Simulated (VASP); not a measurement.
# Bi in VASP: a series of runs

Bi is run at these levels: LDA, PBEsol, PBE, r2SCAN; tasks: single point.

Everything below comes from runs of VASP 6.6.1. Logs are shortened: lines on timing, memory, paths and dates and some standing lists are left out, and cuts for length are marked.

## Step 1: The cell of the first run

The cell holds a slab with vacuum, 2 atoms: a = 4.227 Å, b = 4.227 Å, c = 27.053 Å, α = 90.00°, β = 90.00°, γ = 120.00°.

## Step 2: Single point, LDA

Contents of INCAR:

```
  PREC = Accurate
  ENCUT = 520
  EDIFF = 1E-6
  ISMEAR = -1
  SIGMA = 0.02
  LREAL = False
  LASPH = True
  NELM = 60
  ALGO = Normal
  ISIF = 2
  LWAVE = False
  LCHARG = False
  LDIPOL = True
  IDIPOL = 3
  DIPOL = 0.5 0.5 0.344
  GGA = CA
  NBANDS = 22
```

Contents of KPOINTS:

```
regular mesh
0
Gamma
  6 6 1
```

Contents of POSCAR:

```
Bi
1.0
    4.2267647871      0.0000000000      0.0000000000
   -2.1133823936      3.6604856815      0.0000000000
    0.0000000000      0.0000000000     27.0530695984
Bi
2
Direct
    0.3333333333      0.6666666667      0.3127592770
    0.6666666667      0.3333333333      0.3757590714
```

Potentials or basis: VASP PAW LDA potentials, release 64 (Bi_d).

The run is started by

```console
$ cat potpaw_LDA.64/Bi_d/POTCAR > POTCAR
$ mpirun -np 1 vasp_std > vasp.out
```

OUTCAR:

```text
PREC = Accurate
   ENCUT = 520
   EDIFF = 1E-6
   ISMEAR = -1
   LREAL = False
   LASPH = True
   NELM = 60
   ISIF = 2
   GGA = CA

 ion  position               nearest neighbor table
   1  0.333  0.667  0.313-   2 2.98   2 2.98   2 2.98
   2  0.667  0.333  0.376-   1 2.98   1 2.98   1 2.98

  LATTYP: Found a hexagonal cell.
 ALAT       =     4.2267647871
 C/A-ratio  =     6.4004199337

  Lattice vectors:

 A1 = (   4.2267647871,   0.0000000000,   0.0000000000)
 A2 = (  -2.1133823936,   3.6604856815,   0.0000000000)
 A3 = (   0.0000000000,   0.0000000000,  27.0530695984)

Analysis of symmetry for initial positions (statically):
=====================================================================
 Subroutine PRICEL returns:
 Original cell was already a primitive cell.

 Routine SETGRP: Setting up the symmetry group for a
 hexagonal supercell.

 Subroutine GETGRP returns: Found 12 space group operations
 (whereof  6 operations were pure point group operations)
 out of a pool of 24 trial point group operations.

The static configuration has the point symmetry C_3v.
 The point group associated with its full space group is D_3d.

Analysis of symmetry for dynamics (positions and initial velocities):
=====================================================================
 Subroutine PRICEL returns:
 Original cell was already a primitive cell.

 Routine SETGRP: Setting up the symmetry group for a
 hexagonal supercell.

 Subroutine GETGRP returns: Found 12 space group operations
 (whereof  6 operations were pure point group operations)
 out of a pool of 24 trial point group operations.

The dynamic configuration has the point symmetry C_3v.
 The point group associated with its full space group is D_3d.

 Subroutine INISYM returns: Found 12 space group operations
 (whereof  6 operations are pure point group operations),
 and found     1 'primitive' translations

----------------------------------------------------------------------------------------

                                     Primitive cell

  volume of cell :     418.5654

  direct lattice vectors                    reciprocal lattice vectors
     4.226764787  0.000000000  0.000000000     0.236587568  0.136593896  0.000000000
    -2.113382394  3.660485681  0.000000000     0.000000000  0.273187792  0.000000000
     0.000000000  0.000000000 27.053069598     0.000000000  0.000000000  0.036964382

  length of vectors
     4.226764787  4.226764787 27.053069598     0.273187792  0.273187792  0.036964382

  position of ions in fractional coordinates (direct lattice)
     0.333333333  0.666666667  0.312759277
     0.666666667  0.333333333  0.375759071

  ion indices of the primitive-cell ions
   primitive index   ion index
                 1           1
                 2           2

----------------------------------------------------------------------------------------

 KPOINTS: regular mesh

Automatic generation of k-mesh.
 Grid dimensions read from file:
 generate k-points for:    6    6    1

 Generating k-lattice:

  Cartesian coordinates                     Fractional coordinates (reciprocal lattice)
     0.039431261  0.022765649  0.000000000     0.166666667  0.000000000  0.000000000
     0.000000000  0.045531299  0.000000000     0.000000000  0.166666667  0.000000000
     0.000000000  0.000000000  0.036964382     0.000000000  0.000000000  1.000000000

  Length of vectors
     0.045531299  0.045531299  0.036964382

  Shift w.r.t. Gamma in fractional coordinates (k-lattice)
     0.000000000  0.000000000  0.000000000

 Subroutine IBZKPT returns following result:
 ===========================================

 Found      7 irreducible k-points:

 Following reciprocal coordinates:
            Coordinates               Weight
  0.000000  0.000000  0.000000      1.000000
  0.166667 -0.000000  0.000000      6.000000
  0.333333  0.000000  0.000000      6.000000
  0.500000  0.000000  0.000000      3.000000
  0.166667  0.166667  0.000000      6.000000
  0.333333  0.166667  0.000000     12.000000
  0.333333  0.333333  0.000000      2.000000
   k-points           NKPTS =      7   k-points in BZ     NKDIM =      7   number of bands    NBANDS=     22
   number of dos      NEDOS =    301   number of ions     NIONS =      2
   total plane-waves  NPLWV = 215040
   dimension x,y,z NGX =    32 NGY =   32 NGZ =  210
   dimension x,y,z NGXF=    64 NGYF=   64 NGZF=  420
   ions per type =               2
   NGX,Y,Z   is equivalent  to a cutoff of  12.59, 12.59, 12.90 a.u.
   NGXF,Y,Z  is equivalent  to a cutoff of  25.17, 25.17, 25.81 a.u.
 SYSTEM =  unknown system
   PREC   = accura    normal or accurate (medium, high low for compatibility)
   ISTART =      0    job   : 0-new  1-cont  2-samecut
   ICHARG =      2    charge: 1-file 2-atom 10-const
   ISPIN  =      1    spin polarized calculation?
   LNONCOLLINEAR =      F non collinear calculations
   LSORBIT =      F    spin-orbit coupling
   LASPH  =      T    aspherical Exc in radial PAW
   ENCUT  =  520.0 eV  38.22 Ry    6.18 a.u.   7.86  7.86 50.30*2*pi/ulx,y,z
   NELM   =     60;   NELMIN=  2; NELMDL= -5     # of ELM steps
   EDIFF  = 0.1E-05   stopping-criterion for ELM
   LREAL  =      F    real-space projection
   EDIFFG = 0.1E-04   stopping-criterion for IOM
   NSW    =      0    number of steps for IOM
   IBRION =     -1    ionic relax: 0-MD 1-quasi-New 2-CG
   NFREE  =      0    steps in history (QN), initial steepest desc. (CG)
   ISIF   =      2    stress and relaxation
   ISYM   =      2    0-nonsym 1-usesym 2-fastsym
   POTIM  = 0.5000    time-step for ionic-motion
   TEBEG  =    0.0;   TEEND  =   0.0 temperature during run
   PSTRESS=    0.0 pullay stress
   NELECT =      30.0000    total number of electrons
   NUPDOWN=      -1.0000    fix difference up-down
   EMIN   =  10.00;   EMAX   =-10.00  energy-range for DOS
   EFERMI =   0.00;   METHOD = LEGACY
   ISMEAR =    -1;   SIGMA  =   0.02  broadening in eV -4-tet -1-fermi 0-gaus
   EFERMI_NEDOS =   21; number of points for ismear=-14 and -15
   IALGO  =     38    algorithm
   IMIX   =      4    mixing-type and parameters
     AMIX     =   0.40;   BMIX     =  1.00
     AMIX_MAG =   1.60;   BMIX_MAG =  1.00
  volume/ion in A,a.u.               =     209.28      1412.31
  Fermi-wavevector in a.u.,A,eV,Ry     =   0.680029  1.285069  6.291872  0.462440
  Thomas-Fermi vector in A             =   1.758400
   LORBIT       =      0    0 simple, 1 ext, 2 COOP (PROOUT), +10 PAW based schemes
   GGA     = CA    functional components
   LHFCALC =     F    Hartree Fock is set to
   AEXX    =    0.0000 exact exchange contribution
   IVDW    =     0    specifies the selected vdW correction
   LEPSILON=     F    determine dielectric tensor
   LRPA    =     F    only Hartree local field effects (RPA)
 non-spin polarized calculation
  energy-cutoff  :      520.00
  volume of cell :      418.57
 maximum number of plane-waves:     11291
 NGX is ok and might be reduce to    32
   NGX = 15   NGY = 15   NGZ =101

 dipolmoment           0.000000      0.000000     -0.000059 electrons x Angstroem

 number of electron      30.0000002 magnetization

 dipolmoment           0.000000      0.000000      0.000001 electrons x Angstroem

 Free energy of the ion-electron system (eV)
  ---------------------------------------------------
  ext. energy  EPLUGINS =         0.00000000
  ---------------------------------------------------
  free energy    TOTEN  =        -8.55593492 eV

  energy without entropy =       -8.55593489  energy(sigma->0) =       -8.55593490

 E-fermi :  -2.2971     XC(G=0):  -2.1485

 val. band max:       -2.5887543623   @ k =   0.0000   0.0000   0.0000
 cond. band min:      -2.0192392892   @ k =   0.0000   0.0000   0.0000
 fundamental gap:      0.5695150731
 Fermi energy:        -2.2970831462

 k-point     1 :       0.0000    0.0000    0.0000
  band No.  band energies     occupation
      1     -25.3176      2.00000
      2     -25.3176      2.00000
      3     -25.1576      2.00000
      4     -25.1576      2.00000
      5     -25.1410      2.00000
      6     -24.9420      2.00000
      7     -24.9420      2.00000
      8     -24.9278      2.00000
      9     -24.8115      2.00000
     10     -24.8115      2.00000
     11     -15.4060      2.00000
     12     -11.0853      2.00000
     13      -3.5660      2.00000
     14      -2.5888      2.00000
     15      -2.5888      2.00000
     16      -2.0192      0.00000
     17       0.0539      0.00000
     18       0.0539      0.00000
     19       1.3144      0.00000
     20       1.4081      0.00000
     21       1.8824      0.00000
     22       2.2383      0.00000

 k-point     2 :       0.1667   -0.0000    0.0000
  band No.  band energies     occupation
      1     -25.3131      2.00000
      2     -25.2913      2.00000
      3     -25.1591      2.00000
      4     -25.1399      2.00000
      5     -25.1269      2.00000
      6     -24.9533      2.00000
      7     -24.9474      2.00000
      8     -24.9311      2.00000
      9     -24.8476      2.00000
     10     -24.8133      2.00000
     11     -15.1337      2.00000
     12     -11.1773      2.00000
     13      -4.4889      2.00000
     14      -3.4851      2.00000
     15      -3.1384      2.00000
     16      -1.3649      0.00000
     17      -0.0276      0.00000
     18       0.4749      0.00000
     19       1.6389      0.00000
     20       1.8153      0.00000
     21       2.2192      0.00000
     22       2.5437      0.00000

 k-point     3 :       0.3333    0.0000    0.0000
  band No.  band energies     occupation
      1     -25.3039      2.00000
      2     -25.2205      2.00000
      3     -25.1657      2.00000
      4     -25.0941      2.00000
      5     -25.0834      2.00000
      6     -24.9862      2.00000
      7     -24.9765      2.00000
      8     -24.9465      2.00000
      9     -24.9224      2.00000
     10     -24.8170      2.00000
     11     -14.3886      2.00000
     12     -11.6673      2.00000
     13      -5.7585      2.00000
     14      -3.9034      2.00000
     15      -3.8782      2.00000
     16      -1.7485      0.00000
     17       0.0803      0.00000
     18       0.7243      0.00000
     19       2.2420      0.00000
     20       2.4210      0.00000
     21       3.0369      0.00000
     22       3.3877      0.00000

 k-point     4 :       0.5000    0.0000    0.0000
  band No.  band energies     occupation
      1     -25.2993      2.00000
      2     -25.1766      2.00000
      3     -25.1483      2.00000
      4     -25.0423      2.00000
      5     -25.0342      2.00000
      6     -25.0316      2.00000
      7     -25.0192      2.00000
      8     -25.0169      2.00000
      9     -24.9256      2.00000
     10     -24.8189      2.00000
     11     -13.7152      2.00000
     12     -12.2898      2.00000
     13      -5.9678      2.00000
     14      -4.4698      2.00000
     15      -4.1656      2.00000
     16      -1.2792      0.00000
     17      -0.5012      0.00000
     18       0.7053      0.00000
     19       2.1588      0.00000
     20       3.3772      0.00000
     21       3.7443      0.00000
     22       4.0000      0.00000

 k-point     5 :       0.1667    0.1667    0.0000
  band No.  band energies     occupation
      1     -25.3063      2.00000
      2     -25.2418      2.00000
      3     -25.1491      2.00000
      4     -25.1362      2.00000
      5     -25.0840      2.00000
      6     -24.9849      2.00000
      7     -24.9498      2.00000
      8     -24.9396      2.00000
      9     -24.9082      2.00000
     10     -24.8180      2.00000
     11     -14.6184      2.00000
     12     -11.4748      2.00000
     13      -5.2962      2.00000
     14      -4.5458      2.00000
     15      -3.4898      2.00000
     16      -0.9132      0.00000
     17      -0.2576      0.00000
     18       0.6123      0.00000
     19       2.1527      0.00000
     20       2.3347      0.00000
     21       2.7840      0.00000
     22       3.1348      0.00000

 k-point     6 :       0.3333    0.1667    0.0000
  band No.  band energies     occupation
      1     -25.2995      2.00000
      2     -25.1639      2.00000
      3     -25.1467      2.00000
      4     -25.0965      2.00000
      5     -25.0385      2.00000
      6     -25.0253      2.00000
      7     -25.0055      2.00000
      8     -24.9756      2.00000
      9     -24.9376      2.00000
     10     -24.8240      2.00000
     11     -13.7649      2.00000
     12     -12.1957      2.00000
     13      -5.8371      2.00000
     14      -5.0149      2.00000
     15      -4.1595      2.00000
     16      -0.8559      0.00000
     17      -0.2315      0.00000
     18       0.3790      0.00000
     19       2.7370      0.00000
     20       3.1821      0.00000
     21       3.7948      0.00000
     22       4.1172      0.00000

 k-point     7 :       0.3333    0.3333    0.0000
  band No.  band energies     occupation
      1     -25.2972      2.00000
      2     -25.1085      2.00000
      3     -25.0982      2.00000
      4     -25.0982      2.00000
      5     -25.0804      2.00000
      6     -25.0804      2.00000
      7     -24.9813      2.00000
      8     -24.9684      2.00000
      9     -24.9684      2.00000
     10     -24.8304      2.00000
     11     -12.9486      2.00000
     12     -12.9486      2.00000
     13      -6.1183      2.00000
     14      -4.7653      2.00000
     15      -4.7653      2.00000
     16      -1.4037      0.00000
     17       0.4786      0.00000
     18       0.4786      0.00000
     19       3.4674      0.00000
     20       4.1231      0.00000
     21       4.1231      0.00000
     22       4.7727      0.00000

------------------------ aborting loop because EDIFF is reached ----------------------------------------

 vacuum level on the upper side and lower side of the slab       (xc-potential included)        -0.006        -0.006

  FORCE on cell =-STRESS in cart. coord.  units (eV):
  Direction    XX          YY          ZZ          XY          YZ          ZX
  --------------------------------------------------------------------------------------
  -------------------------------------------------------------------------------------
  Total       -0.0150718     -0.0150718      0.0534262      0.0000000      0.0000000      0.0000000
  in kB       -0.0576915     -0.0576915      0.2045037      0.0000000      0.0000000      0.0000000
  external PRESSURE =       0.0297069 kB  Pullay stress =       0.0000000 kB

 VOLUME and BASIS-vectors are now :
 -----------------------------------------------------------------------------
  energy-cutoff  :      520.00
  volume of cell :      418.57
      direct lattice vectors                 reciprocal lattice vectors
     4.226764787  0.000000000  0.000000000     0.236587568  0.136593896  0.000000000
    -2.113382394  3.660485681  0.000000000     0.000000000  0.273187792  0.000000000
     0.000000000  0.000000000 27.053069598     0.000000000  0.000000000  0.036964382

 POSITION                                       TOTAL-FORCE (eV/Angst)
 -----------------------------------------------------------------------------------
     -0.00000      2.44032      8.46110        -0.000000      0.000000     -0.049320
      2.11338      1.22016     10.16544         0.000000      0.000000      0.049320
 -----------------------------------------------------------------------------------
    total drift:                                0.000000     -0.000000     -0.000014

  FREE ENERGIE OF THE ION-ELECTRON SYSTEM (eV)
  ---------------------------------------------------
  free  energy   TOTEN  =        -8.5559349171 eV

  energy  without entropy=       -8.5559348857  energy(sigma->0) =       -8.55593490

 vacuum level on the upper side and lower side of the slab         1.747         1.747
```

Run time: 56 s. Hardware: 1 thread of Intel Xeon 6975P-C (Granite Rapids), shared host; peak memory 0.34 GiB.

Results:

```
Free energy            : -8.5559 eV
Largest force          : 0.049 eV/Å
Band gap on the k mesh : 0.57 eV, direct
```

Forces in eV/Å, atoms in the order of the input:
```
Bi   0.000  0.000 -0.049
Bi   0.000  0.000  0.049
```

Caveat: spin-orbit coupling is left out, which moves the levels of the heavy elements.

## Step 3: Single point, PBEsol

This run uses another cell than the first one, of 213.12 Å³/atom, 1.018 times its volume.

Contents of INCAR:

```
PREC = Accurate ; ENCUT = 520
EDIFF = 1E-6 ; ISMEAR = -1
SIGMA = 0.02 ; LREAL = F
LASPH = T ; NELM = 80
ALGO = Normal ; ISIF = 2
LWAVE = F ; LCHARG = T
LDIPOL = T ; IDIPOL = 3
DIPOL = 0.5 0.5 0.344 ; GGA = PS
LELF = T ; LVHAR = T
LVACPOTAV = T ; NBANDS = 22
```

Contents of KPOINTS:

```
Automatic mesh
0
Gamma
  6 6 1
```

Contents of POSCAR:

```
Bi
1.0
    4.2653672731      0.0000000000      0.0000000000
   -2.1326836365      3.6939164149      0.0000000000
    0.0000000000      0.0000000000     27.0530695984
Bi
2
Direct
    0.3333333333      0.6666666667      0.3125422935
    0.6666666667      0.3333333333      0.3759760549
```

Potentials or basis: VASP PAW PBE potentials, release 64 (Bi_d).

The run is started by

```console
$ cat potpaw_PBE.64/Bi_d/POTCAR > POTCAR
$ mpirun -np 1 vasp_std > vasp.out
```

OUTCAR:

```text
PREC = Accurate
   ENCUT = 520
   EDIFF = 1E-6
   ISMEAR = -1
   LREAL = F
   LASPH = T
   NELM = 80
   ISIF = 2
   GGA = PS

 ion  position               nearest neighbor table
   1  0.333  0.667  0.313-   2 3.00   2 3.00   2 3.00
   2  0.667  0.333  0.376-   1 3.00   1 3.00   1 3.00

  LATTYP: Found a hexagonal cell.
 ALAT       =     4.2653672731
 C/A-ratio  =     6.3424947645

  Lattice vectors:

[... 349 lines left out ...]

  FORCE on cell =-STRESS in cart. coord.  units (eV):
  Direction    XX          YY          ZZ          XY          YZ          ZX
  --------------------------------------------------------------------------------------
  -------------------------------------------------------------------------------------
  Total       -0.0324201     -0.0324201     -0.0049986     -0.0000000     -0.0000000      0.0000000
  in kB       -0.1218611     -0.1218611     -0.0187887     -0.0000000     -0.0000000      0.0000000
  external PRESSURE =      -0.0875036 kB  Pullay stress =       0.0000000 kB

 VOLUME and BASIS-vectors are now :
 -----------------------------------------------------------------------------
  energy-cutoff  :      520.00
  volume of cell :      426.25
      direct lattice vectors                 reciprocal lattice vectors
     4.265367273  0.000000000  0.000000000     0.234446400  0.135357692  0.000000000
    -2.132683636  3.693916415  0.000000000     0.000000000  0.270715384  0.000000000
     0.000000000  0.000000000 27.053069598     0.000000000  0.000000000  0.036964382

 POSITION                                       TOTAL-FORCE (eV/Angst)
 -----------------------------------------------------------------------------------
     -0.00000      2.46261      8.45523        -0.000000      0.000000     -0.016332
      2.13268      1.23131     10.17131         0.000000     -0.000000      0.016332
 -----------------------------------------------------------------------------------
    total drift:                               -0.000000      0.000000      0.000014

  FREE ENERGIE OF THE ION-ELECTRON SYSTEM (eV)
  ---------------------------------------------------
  free  energy   TOTEN  =        -8.1648916488 eV

  energy  without entropy=       -8.1648916174  energy(sigma->0) =       -8.16489163

 vacuum level on the upper side and lower side of the slab         1.698         1.698
```

stdout:

```text
POSCAR found type information on POSCAR Bi
 POSCAR found :  1 types and       2 ions
 scaLAPACK will be used
 -----------------------------------------------------------------------------
|                                                                             |
[... 23 lines left out ...]
|     field-free region was found. Please increase the size of  your cell     |
|     in the dimension of the dipole correction to obtain accurate            |
|     workfunction values.                                                    |
|                                                                             |
 -----------------------------------------------------------------------------
```

Run time: 68 s. Hardware: 1 thread of Intel Xeon 6975P-C (Granite Rapids), shared host; peak memory 0.47 GiB.

Results:

| Item | Value |
| --- | --- |
| Free energy | -8.1649 eV |
| Largest force | 0.016 eV/Å |
| Band gap on the k mesh | 0.57 eV, direct |

Forces on the atoms (eV/Å):
```
Bi   0.000  0.000 -0.016
Bi   0.000  0.000  0.016
```

Caveat: the PAW data sets were made with another functional, which shifts forces and pressure a little; spin-orbit coupling is left out, which moves the levels of the heavy elements.

(Part 1 of 2 ends here.)
